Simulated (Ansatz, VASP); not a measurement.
## Au: VASP beside Ansatz

File INCAR:

```
PREC = Accurate
ENCUT = 520
EDIFF = 1E-6
ISMEAR = 0
SIGMA = 0.027000000000000003
LREAL = False
LASPH = True
NELM = 80
ALGO = Normal
ISIF = 2
LWAVE = False
LCHARG = True
GGA = PE
LELF = True
LVHAR = True
NBANDS = 18
```

The input KPOINTS:

```
regular mesh
0
Gamma
  11 11 6
```

File POSCAR:

```
Au
1.0
    2.9000000000      0.0000000000      0.0000000000
   -1.4500000000      2.5114736710      0.0000000000
    0.0000000000      0.0000000000      4.8800000000
Au
2
Direct
    0.6666666667      0.3333333333      0.2500000000
    0.3333333333      0.6666666667      0.7500000000
```

The input input.yaml:

```yaml
crystal:
  lattice:
    - [2.9, 0.0, 0.0]
    - [-1.45, 2.511473671, 0.0]
    - [0.0, 0.0, 4.88]
  atoms:
    - { symbol: Au, position: [0.6666666667, 0.3333333333, 0.25] }
    - { symbol: Au, position: [0.3333333333, 0.6666666667, 0.75] }
hamiltonian:
  xc: pbe
  pseudopotentials: { kind: paw }
kpoints:
  mp_grid: { grid: [11, 11, 6] }
scf:
  occupations: { method: gaussian, width: 0.027 }
output:
  forces: true
  stress: true
  eigenvalues: true
```

Alike in both runs: task single point; functional PBE; k mesh 11 × 11 × 6; occupations gaussian, width 0.027 eV; no spin polarisation.

```csv
,VASP,Ansatz
version,VASP 6.6.1,Ansatz 0.2.0
potentials or method,"VASP PAW PBE potentials, release 64 (Au)",Ansatz PAW
plane-wave cutoff (eV),520,420
valence electrons in the cell,22,38
```

Ansatz gave:

```
gap on the k mesh at the Fermi level (eV)                     : none
pressure (GPa)                                                : 1.9
traceless stress, the component that is largest in VASP (GPa) : -0.63
```

Task: Estimate VASP's values.

Result: gap on the k mesh at the Fermi level (eV): none; pressure (GPa): 1.6; traceless stress, the component that is largest in VASP (GPa): -0.63.

A gap of «none» marks a metal or a gap that the smearing closes. VASP's potentials hold 22 valence electrons a cell and Ansatz's 38, so a difference there can come from the potentials and not from the codes.

Spin-orbit coupling is off throughout.
